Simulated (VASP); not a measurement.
## ZnSe: single point with PBE

Crystal: ZnSe.

```
Zn Se
1.0
     0.00000    2.83244    2.83244
     2.83244    0.00000    2.83244
     2.83244    2.83244    0.00000
Zn Se
1 1
Direct
  0.00000 0.00000 0.00000
  0.75000 0.75000 0.75000
```

```
Program                : VASP 6.6.1
Task                   : single point
Functional             : PBE
Potentials or basis    : VASP PAW PBE potentials, release 64 (Zn, Se)
Cutoff                 : 500 eV
k mesh                 : 4 × 4 × 4
Occupations            : tetrahedron
Spin                   : no spin polarisation
Dipole correction      : no
Further INCAR settings : ALGO = Normal; EDIFF = 1e-06; NBANDS = 16
```

* Pressure: 2.8 GPa
* Band gap on the k mesh: 1.28 eV, direct

Levels at points of the mesh, in eV from the valence-band top:
```
           k point  band 6  band 7  band 8  band 9  band 10  band 11  band 12  band 13
(0.00, 0.00, 0.00)   -6.21    0.00    0.00    0.00     1.28     5.78     5.78     5.78
(0.50, 0.00, 0.00)   -6.05   -5.25   -0.87   -0.87     2.53     6.36     6.36     8.58
(0.50, 0.50, 0.00)   -6.03   -4.78   -2.20   -2.20     2.96     3.44    10.75    11.24
```

Wall time 5.6 s on 1 thread of AMD EPYC 9R45 96-Core Processor (Zen 5), on a shared host, peak memory 0.13 GiB.

Caveat: the k points lie up to 0.48 Å⁻¹ apart. As with any semilocal functional, this PBE gap is likely too small.
